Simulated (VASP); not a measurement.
Pd, 1 atom in the cell. Symmetry: Im-3m, No. 229, cubic system. The conventional cell has a = 3.253 Å, b = 3.253 Å, c = 3.253 Å, α = 90.00°, β = 90.00°, γ = 90.00°. Pd (site symmetry m-3m) has 14 Pd at 2.82 to 3.25 Å within 3.7 Å.  This cell differs from its parent crystal: strained.

```yaml
Program: VASP 6.6.1
Task: single point
Functional: PBE
Potentials_or_basis: VASP PAW PBE potentials, release 64 (Pd)
Cutoff: 520 eV
k_mesh: 18 × 18 × 18
Occupations: gaussian, width 0.1 eV
Spin: no spin polarisation
Dipole_correction: no
Further_INCAR_settings: ALGO = Normal; EDIFF = 1e-06; NBANDS = 11
```

Potentials or basis: VASP PAW PBE potentials, release 64 (Pd).

Command:

```bash
$ cat potpaw_PBE.64/Pd/POTCAR > POTCAR
$ mpirun -np 1 vasp_std > vasp.out
```

Hardware: 1 thread of AMD EPYC 9R14 (Zen 4), with other jobs on the host.

Question: Estimate the wall time of this run.

Answer: Wall time 21 s on 1 thread of AMD EPYC 9R14 (Zen 4) (shared host), peak memory 0.13 GiB. Counts: scf iterations 11, k points 195.
